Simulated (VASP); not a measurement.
# ZrC (Fm-3m) in VASP: relaxation of cell and atoms with r2SCAN

Aim: the relaxation of cell and atoms of ZrC with r2SCAN.

All numbers are computed with VASP 6.6.1; they aren't measurements. Logs are shortened: lines on timing, memory, paths and dates and some standing lists are left out, and cuts for length are marked.

## (1) The cell of the first run

The structure is cubic, space group Fm-3m (No. 225). Conventional cell: a = 4.711 Å, b = 4.711 Å, c = 4.711 Å, α = 90.00°, β = 90.00°, γ = 90.00°. Within 3.1 Å of Zr (site symmetry m-3m) lie 6 C at 2.36 Å. Within 3.1 Å of C (site symmetry m-3m) lie 6 Zr at 2.36 Å.

## (2) Relaxation of cell and atoms, r2SCAN

POSCAR

```
ZrC
1.0
    0.0000000000      2.3556448161      2.3556448161
    2.3556448161      0.0000000000      2.3556448161
    2.3556448161      2.3556448161      0.0000000000
Zr C
1 1
Direct
    0.0000000000      0.0000000000      0.0000000000
    0.5000000000      0.5000000000      0.5000000000
```

INCAR.step1

```
SYSTEM = ZrC
PREC = Accurate
ENCUT = 660
ISMEAR = 0
SIGMA = 0.1
LREAL = .FALSE.
LASPH = .TRUE.
NELM = 120
GGA = PE
ALGO = Normal
EDIFF = 1E-5
LWAVE = .TRUE.
LCHARG = .FALSE.
GGA_COMPAT = .FALSE.
IBRION = 2
ISIF = 3
EDIFFG = -0.005
NELMIN = 4
NSW = 100
```

INCAR.step2

```
SYSTEM = ZrC
PREC = Accurate
ENCUT = 660
EDIFF = 1E-7
ISMEAR = 0
SIGMA = 0.1
LREAL = .FALSE.
LASPH = .TRUE.
NELM = 120
ALGO = Normal
ISIF = 3
LWAVE = .FALSE.
LCHARG = .FALSE.
METAGGA = R2SCAN
LMIXTAU = .TRUE.
IBRION = 2
NSW = 100
EDIFFG = -0.01
ISTART = 1
GGA_COMPAT = .FALSE.
NELMIN = 4
```

KPOINTS

```
Automatic mesh
0
G
  20 20 20
  0 0 0
```

Potentials or basis: VASP PAW PBE potentials, release 64 (Zr_sv, C).

The run is started by

```
$ cat potpaw_PBE.64/Zr_sv/POTCAR potpaw_PBE.64/C/POTCAR > POTCAR
$ cp INCAR.step1 INCAR
$ mpirun -np 1 vasp_std > vasp.out
$ cp INCAR.step2 INCAR
$ mpirun -np 1 vasp_std > vasp.out
```

OUTCAR:

```text
SYSTEM = ZrC
   PREC = Accurate
   ENCUT = 660
   EDIFF = 1E-7
   ISMEAR = 0
   LREAL = .FALSE.
   LASPH = .TRUE.
   NELM = 120
   ISIF = 3
   METAGGA = R2SCAN
   IBRION = 2
   NSW = 100
   EDIFFG = -0.01
   ISTART = 1
   NELMIN = 4

 ion  position               nearest neighbor table
   1  0.000  0.000  0.000-   2 2.36   2 2.36   2 2.36   2 2.36   2 2.36   2 2.36
   2  0.500  0.500  0.500-   1 2.36   1 2.36   1 2.36   1 2.36   1 2.36   1 2.36

  LATTYP: Found a face centered cubic cell.
 ALAT       =     4.7112896322

  Lattice vectors:

 A1 = (   0.0000000000,   2.3556448161,   2.3556448161)
 A2 = (   2.3556448161,   0.0000000000,   2.3556448161)
 A3 = (   2.3556448161,   2.3556448161,   0.0000000000)

Analysis of symmetry for initial positions (statically):
=====================================================================
 Subroutine PRICEL returns:
 Original cell was already a primitive cell.

 Routine SETGRP: Setting up the symmetry group for a
 face centered cubic supercell.

 Subroutine GETGRP returns: Found 48 space group operations
 (whereof 48 operations were pure point group operations)
 out of a pool of 48 trial point group operations.

The static configuration has the point symmetry O_h .

Analysis of symmetry for dynamics (positions and initial velocities):
=====================================================================
 Subroutine PRICEL returns:
 Original cell was already a primitive cell.

 Routine SETGRP: Setting up the symmetry group for a
 face centered cubic supercell.

 Subroutine GETGRP returns: Found 48 space group operations
 (whereof 48 operations were pure point group operations)
 out of a pool of 48 trial point group operations.

The dynamic configuration has the point symmetry O_h .

 Subroutine INISYM returns: Found 48 space group operations
 (whereof 48 operations are pure point group operations),
 and found     1 'primitive' translations

----------------------------------------------------------------------------------------

                                     Primitive cell

  volume of cell :      26.1432

  direct lattice vectors                    reciprocal lattice vectors
     0.000000000  2.355644816  2.355644816    -0.212256108  0.212256108  0.212256108
     2.355644816  0.000000000  2.355644816     0.212256108 -0.212256108  0.212256108
     2.355644816  2.355644816  0.000000000     0.212256108  0.212256108 -0.212256108

  length of vectors
     3.331384847  3.331384847  3.331384847     0.367638363  0.367638363  0.367638363

  position of ions in fractional coordinates (direct lattice)
     0.000000000  0.000000000  0.000000000
     0.500000000  0.500000000  0.500000000

  ion indices of the primitive-cell ions
   primitive index   ion index
                 1           1
                 2           2

----------------------------------------------------------------------------------------

 KPOINTS: Automatic mesh

Automatic generation of k-mesh.
 Grid dimensions read from file:
 generate k-points for:   20   20   20

 Generating k-lattice:

  Cartesian coordinates                     Fractional coordinates (reciprocal lattice)
    -0.010612805  0.010612805  0.010612805     0.050000000  0.000000000  0.000000000
     0.010612805 -0.010612805  0.010612805     0.000000000  0.050000000  0.000000000
     0.010612805  0.010612805 -0.010612805     0.000000000  0.000000000  0.050000000

  Length of vectors
     0.018381918  0.018381918  0.018381918

  Shift w.r.t. Gamma in fractional coordinates (k-lattice)
     0.000000000  0.000000000  0.000000000

 Subroutine IBZKPT returns following result:
 ===========================================

 Found    256 irreducible k-points:

 Following reciprocal coordinates:
            Coordinates               Weight
  0.000000  0.000000  0.000000      1.000000
  0.050000  0.000000  0.000000      8.000000
  0.100000  0.000000  0.000000      8.000000
  0.150000  0.000000  0.000000      8.000000
  0.200000  0.000000  0.000000      8.000000
  0.250000  0.000000  0.000000      8.000000
[... 16 lines left out ...]
 -0.400000  0.050000  0.000000     24.000000
 -0.350000  0.050000  0.000000     24.000000
 [... further k-points ...]
   k-points           NKPTS =    256   k-points in BZ     NKDIM =    256   number of bands    NBANDS=     12
   number of dos      NEDOS =    301   number of ions     NIONS =      2
   total plane-waves  NPLWV =  21952
   dimension x,y,z NGX =    28 NGY =   28 NGZ =   28
   dimension x,y,z NGXF=    56 NGYF=   56 NGZF=   56
   ions per type =               1   1
   NGX,Y,Z   is equivalent  to a cutoff of  13.97, 13.97, 13.97 a.u.
   NGXF,Y,Z  is equivalent  to a cutoff of  27.95, 27.95, 27.95 a.u.
 SYSTEM =  ZrC
   PREC   = accura    normal or accurate (medium, high low for compatibility)
   ISTART =      1    job   : 0-new  1-cont  2-samecut
   ICHARG =      0    charge: 1-file 2-atom 10-const
   ISPIN  =      1    spin polarized calculation?
   LNONCOLLINEAR =      F non collinear calculations
   LSORBIT =      F    spin-orbit coupling
   LASPH  =      T    aspherical Exc in radial PAW
   ENCUT  =  660.0 eV  48.51 Ry    6.96 a.u.   6.98  6.98  6.98*2*pi/ulx,y,z
   NELM   =    120;   NELMIN=  4; NELMDL=  0     # of ELM steps
   EDIFF  = 0.1E-06   stopping-criterion for ELM
   LREAL  =      F    real-space projection
   EDIFFG = -.1E-01   stopping-criterion for IOM
   NSW    =    100    number of steps for IOM
   IBRION =      2    ionic relax: 0-MD 1-quasi-New 2-CG
   NFREE  =      1    steps in history (QN), initial steepest desc. (CG)
   ISIF   =      3    stress and relaxation
   ISYM   =      2    0-nonsym 1-usesym 2-fastsym
   POTIM  = 0.5000    time-step for ionic-motion
   TEBEG  =    0.0;   TEEND  =   0.0 temperature during run
   PSTRESS=    0.0 pullay stress
   NELECT =      16.0000    total number of electrons
   NUPDOWN=      -1.0000    fix difference up-down
   EMIN   =  10.00;   EMAX   =-10.00  energy-range for DOS
   EFERMI =   0.00;   METHOD = LEGACY
   ISMEAR =     0;   SIGMA  =   0.10  broadening in eV -4-tet -1-fermi 0-gaus
   EFERMI_NEDOS =   21; number of points for ismear=-14 and -15
   IALGO  =     38    algorithm
   IMIX   =      4    mixing-type and parameters
     AMIX     =   0.40;   BMIX     =  1.00
     AMIX_MAG =   1.60;   BMIX_MAG =  1.00
  volume/ion in A,a.u.               =      13.07        88.21
  Fermi-wavevector in a.u.,A,eV,Ry     =   1.389937  2.626599 26.285422  1.931924
  Thomas-Fermi vector in A             =   2.513920
   LORBIT       =      0    0 simple, 1 ext, 2 COOP (PROOUT), +10 PAW based schemes
   METAGGA = R2SCAN    functional components
   LHFCALC =     F    Hartree Fock is set to
   AEXX    =    0.0000 exact exchange contribution
   IVDW    =     0    specifies the selected vdW correction
   LEPSILON=     F    determine dielectric tensor
   LRPA    =     F    only Hartree local field effects (RPA)
 conjugate gradient relaxation of ions
 non-spin polarized calculation
 Gauss-broadening in eV      SIGMA  =   0.10
  energy-cutoff  :      660.00
  volume of cell :       26.14
 maximum number of plane-waves:      1036
   NGX = 13   NGY = 13   NGZ = 13

--------------------------------------- Ionic step        1  -------------------------------------------

 number of electron      16.0000000 magnetization

 Free energy of the ion-electron system (eV)
  ---------------------------------------------------
  ext. energy  EPLUGINS =         0.00000000
  ---------------------------------------------------
  free energy    TOTEN  =       -34.72619227 eV

  energy without entropy =      -34.72504936  energy(sigma->0) =      -34.72562081

------------------------ aborting loop because EDIFF is reached ----------------------------------------

  FORCE on cell =-STRESS in cart. coord.  units (eV):
  Direction    XX          YY          ZZ          XY          YZ          ZX
  --------------------------------------------------------------------------------------
  -------------------------------------------------------------------------------------
  Total        0.0218672      0.0218672      0.0218672     -0.0000000     -0.0000000     -0.0000000
  in kB        1.3401240      1.3401240      1.3401240     -0.0000000     -0.0000000     -0.0000000
  external PRESSURE =       1.3401240 kB  Pullay stress =       0.0000000 kB

 VOLUME and BASIS-vectors are now :
 -----------------------------------------------------------------------------
  energy-cutoff  :      660.00
  volume of cell :       26.14
      direct lattice vectors                 reciprocal lattice vectors
     0.000000000  2.355644816  2.355644816    -0.212256108  0.212256108  0.212256108
     2.355644816  0.000000000  2.355644816     0.212256108 -0.212256108  0.212256108
     2.355644816  2.355644816  0.000000000     0.212256108  0.212256108 -0.212256108
[... 37 lines left out ...]
 POSITION                                       TOTAL-FORCE (eV/Angst)
 -----------------------------------------------------------------------------------
      2.35689      4.71377      2.35689         0.000000     -0.000000     -0.000000
      2.35689      2.35689      2.35689        -0.000000      0.000000      0.000000
 -----------------------------------------------------------------------------------
    total drift:                                0.000000      0.000000      0.000000

  FREE ENERGIE OF THE ION-ELECTRON SYSTEM (eV)
  ---------------------------------------------------
  free  energy   TOTEN  =       -34.7261786548 eV

  energy  without entropy=      -34.7250374999  energy(sigma->0) =      -34.72560808

--------------------------------------- Ionic step        3  -------------------------------------------

 number of electron      16.0000000 magnetization

 Free energy of the ion-electron system (eV)
  ---------------------------------------------------
  ext. energy  EPLUGINS =         0.00000000
  ---------------------------------------------------
  free energy    TOTEN  =       -34.72619815 eV

  energy without entropy =      -34.72505583  energy(sigma->0) =      -34.72562699

 E-fermi :   9.5845     XC(G=0): -12.9013

 val. band max:        9.5707895857   @ k =   0.4500   0.4000   0.0000
 cond. band min:       9.5892593688   @ k =   0.2000   0.2000   0.0000
 fundamental gap:      0.0184697831
 Fermi energy:         9.5844907765

 k-point     1 :       0.0000    0.0000    0.0000
  band No.  band energies     occupation
      1     -40.2932      2.00000
      2     -17.2999      2.00000
      3     -17.2999      2.00000
      4     -17.2999      2.00000
      5      -2.4497      2.00000
      6      10.4828      0.00000
      7      10.4828      0.00000
      8      10.4828      0.00000
      9      10.8730      0.00000
     10      10.8730      0.00000
     11      10.8730      0.00000
     12      12.5046      0.00000

 k-point     2 :       0.0500    0.0000    0.0000
  band No.  band energies     occupation
      1     -40.2907      2.00000
      2     -17.3227      2.00000
      3     -17.3017      2.00000
      4     -17.3017      2.00000
      5      -2.3916      2.00000
      6       9.9713      0.00000
      7      10.1035      0.00000
      8      10.1035      0.00000
      9      11.0181      0.00000
     10      11.0181      0.00000
     11      11.2488      0.00000
     12      12.8612      0.00000
[... 316 lines left out ...]
 k-point    24 :      -0.3500    0.0500    0.0000
  band No.  band energies     occupation
      1     -40.2059      2.00000
      2     -18.0235      2.00000
      3     -17.3874      2.00000
      4     -17.3561      2.00000
      5      -0.1094      2.00000
      6       5.0626      2.00000
      7       6.7628      2.00000
      8       6.9554      2.00000
      9      13.3241      0.00000
     10      13.3757      0.00000
     11      14.1765      0.00000
     12      18.0910      0.00000

 [... further k-points ...]

------------------------ aborting loop because EDIFF is reached ----------------------------------------

  FORCE on cell =-STRESS in cart. coord.  units (eV):
  Direction    XX          YY          ZZ          XY          YZ          ZX
  --------------------------------------------------------------------------------------
  -------------------------------------------------------------------------------------
  Total        0.0011111      0.0011111      0.0011111      0.0000000      0.0000000     -0.0000000
  in kB        0.0680560      0.0680560      0.0680560      0.0000000      0.0000000     -0.0000000
  external PRESSURE =       0.0680560 kB  Pullay stress =       0.0000000 kB

 VOLUME and BASIS-vectors are now :
 -----------------------------------------------------------------------------
  energy-cutoff  :      660.00
  volume of cell :       26.16
      direct lattice vectors                 reciprocal lattice vectors
    -0.000000000  2.356080281  2.356080281    -0.212216877  0.212216877  0.212216877
     2.356080281 -0.000000000  2.356080281     0.212216877 -0.212216877  0.212216877
     2.356080281  2.356080281  0.000000000     0.212216877  0.212216877 -0.212216877

 POSITION                                       TOTAL-FORCE (eV/Angst)
 -----------------------------------------------------------------------------------
      0.00000     -0.00000      0.00000         0.000000      0.000000      0.000000
      2.35608      2.35608      2.35608        -0.000000     -0.000000     -0.000000
 -----------------------------------------------------------------------------------
    total drift:                                0.000000      0.000000      0.000000

  FREE ENERGIE OF THE ION-ELECTRON SYSTEM (eV)
  ---------------------------------------------------
  free  energy   TOTEN  =       -34.7261981454 eV

  energy  without entropy=      -34.7250558257  energy(sigma->0) =      -34.72562699

 reached required accuracy - stopping structural energy minimisation
```

Run time: 28 min. Hardware: 1 thread of Oxide Virtual Turin-like, shared host; peak memory 0.24 GiB.

What came out:

```yaml
Free_energy: -34.7262 eV
Relaxed_volume: 13.08 Å³/atom
Relaxed_cell: a = 3.332 Å, b = 3.332 Å, c = 3.332 Å, α = 60.00°, β = 60.00°, γ = 60.00°
Space_group_after_relaxing_to_0.1_Å: Fm-3m (No. 225)
Energy_gained_by_relaxing: 0.0 meV/atom
Ionic_steps: 3
Pressure_after_relaxing: 0.0 GPa
Band_gap_on_the_k_mesh: zero (bands 8 and 9 overlap by 1.32 eV)
```

Final structure:
```cif
data_structure
_symmetry_space_group_name_H-M 'P 1'
_symmetry_Int_Tables_number 1
_cell_length_a 3.3320
_cell_length_b 3.3320
_cell_length_c 3.3320
_cell_angle_alpha 60.000
_cell_angle_beta 60.000
_cell_angle_gamma 60.000
_cell_volume 26.16
loop_
_atom_site_label
_atom_site_type_symbol
_atom_site_fract_x
_atom_site_fract_y
_atom_site_fract_z
_atom_site_occupancy
Zr1 Zr 0.00000 0.00000 0.00000 1
C1 C 0.50000 0.50000 0.50000 1
```

Caveat: the PAW data sets were made with another functional, which shifts forces and pressure a little.
